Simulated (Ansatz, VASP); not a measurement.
One calculation of Ge, two programs

```
Ge
1.0
     3.99864    0.00000    0.00000
    -1.99932    3.46292    0.00000
     0.00000    0.00000    6.59206
Ge
4
Cartesian
  1.9993 1.1543 0.4138
  0.0000 2.3086 3.7099
  1.9993 1.1543 2.8822
  0.0000 2.3086 6.1782
```

Alike in both runs: functional PBEsol; k mesh 12 × 12 × 6; occupations gaussian, width 0.01 eV; no spin polarisation.

Ansatz relaxed the structure, and its values are those at the end. VASP's run is a single point on that final structure, the one shown.

```csv
,VASP,Ansatz
version,VASP 6.6.1,Ansatz 0.2.0
potentials or method,"VASP PAW PBE potentials, release 64 (Ge_d), cutoff 520 eV","scalar-relativistic, plane waves, PAW"
valence electrons in the cell,56,56
```

|  | VASP | Ansatz | Ansatz less VASP |
| --- | --- | --- | --- |
| gap on the k mesh at the Fermi level (eV) | none | none | - |
| pressure (GPa) | -0.1 | 0.0 | +0.08 |

VASP's potentials were made for PBE, not for PBEsol. A gap of «none» marks a metal or a gap that the smearing closes.
